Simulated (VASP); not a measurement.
Write the native input for VASP 6.6.1 that does the following.

```yaml
Task: single point
Functional: PBEsol
Potentials_or_basis: VASP PAW PBE potentials, release 64 (Ta_pv, Ru_pv)
Cutoff: 520 eV
k_mesh: 18 × 18 × 6
Occupations: gaussian, width 0.15 eV
Spin: no spin polarisation
Dipole_correction: no
Further_INCAR_settings: ALGO = Fast; EDIFF = 1e-07; NBANDS = 32
```

The structure of Ta3Ru lies in POSCAR:

```
Ta3Ru
1.0
    1.6101029598     -2.2832762449      0.0000000000
    1.6101029598      2.2832762449      0.0000000000
    0.0000000000      0.0000000000      8.4833991386
Ta Ru
3 1
Direct
    0.5000000000      0.5000000000      0.7635524487
    0.0000000000      0.0000000000      0.5000000000
    0.5000000000      0.5000000000      0.2364475513
    0.0000000000      0.0000000000      0.0000000000
```

This cell differs from its parent crystal: strain -0.015 along x and y, -0.030 along z.

The input as run:

INCAR

```
  PREC = Accurate
  ENCUT = 520
  EDIFF = 1E-7
  ISMEAR = 0
  SIGMA = 0.15
  LREAL = False
  LASPH = True
  NELM = 60
  ALGO = Fast
  ISIF = 2
  LWAVE = False
  LCHARG = False
  GGA = PS
  NBANDS = 32
```

KPOINTS

```
Automatic mesh
0
Gamma
  18 18 6
```

Potentials or basis: VASP PAW PBE potentials, release 64 (Ta_pv, Ru_pv).

Run with:

```console
$ cat potpaw_PBE.64/Ta_pv/POTCAR potpaw_PBE.64/Ru_pv/POTCAR > POTCAR
$ mpirun -np 1 vasp_std > vasp.out
```

It gave:

| Quantity | Value |
| --- | --- |
| Pressure | 17.0 GPa |
| Largest force | 0.221 eV/Å |

Caveat: the cell differs from its parent crystal (strain -0.015 along x and y, -0.030 along z); the PAW data sets were made with another functional, which shifts forces and pressure a little.

It took 40 min on 1 thread of AMD EPYC 7R13, with other jobs on the host, peak memory 0.64 GiB.
